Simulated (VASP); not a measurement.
## Si: single point with LDA

The system is Si.

```
Si
1.0
    -3.04697    3.04697    2.28983
     3.04697   -3.04697    2.28983
     3.04697    3.04697   -2.28983
Si
4
Direct
  0.17880 0.17880 0.35760
  0.82120 0.82120 0.64240
  0.17880 0.82120 0.00000
  0.82120 0.17880 0.00000
```

This cell differs from its parent crystal: ratio of the length along z to the lengths across it x 1.3, volume and fractional coordinates fixed.

```
Program             : VASP 6.6.1
Task                : single point
Functional          : LDA
Potentials or basis : VASP PAW LDA potentials, release 64 (Si)
Cutoff              : 520 eV
k mesh              : 12 × 12 × 12
Occupations         : gaussian, width 0.03 eV
Spin                : no spin polarisation
```

```json
{
  "Pressure": "3.2 GPa",
  "Largest force": "3.442 eV/Å",
  "Band gap on the k mesh": "zero (bands 8 and 9 overlap by 0.73 eV)"
}
```

Forces in eV/Å, atoms in the order of the input:
```
Si   2.434  2.434  0.000
Si  -2.434 -2.434  0.000
Si  -2.434  2.434  0.000
Si   2.434 -2.434  0.000
```

Stress tensor (GPa, compression positive):
```
 15.31   0.00   0.00
  0.00  15.31   0.00
  0.00   0.00 -20.92
```

Levels at points of the mesh, in eV from the Fermi level:
| k point | band 6 | band 7 | band 8 | band 9 | band 10 | band 11 |
| --- | --- | --- | --- | --- | --- | --- |
| (0.00, 0.00, 0.00) | -1.76 | -1.76 | -1.24 | -0.13 | 0.73 | 0.73 |
| (0.50, 0.00, 0.00) | -3.25 | -2.27 | -0.04 | 1.52 | 3.37 | 3.65 |
| (0.50, 0.50, 0.00) | -2.24 | -2.12 | -0.25 | 0.15 | 0.97 | 2.28 |
| (0.50, 0.50, 0.50) | -1.62 | 0.40 | 0.40 | 0.40 | 1.74 | 3.77 |

Run time: 62 s on 1 thread of Intel(R) Xeon(R) 6975P-C (Granite Rapids), on a shared host, peak memory 0.27 GiB.

Caveat: the stress differs along the axes, from -21 to 15 GPa; semilocal functionals underestimate gaps, and a narrow one can read as zero; forces of over 1 eV/Å act on the atoms, so gaps and moduli don't describe the material at rest.
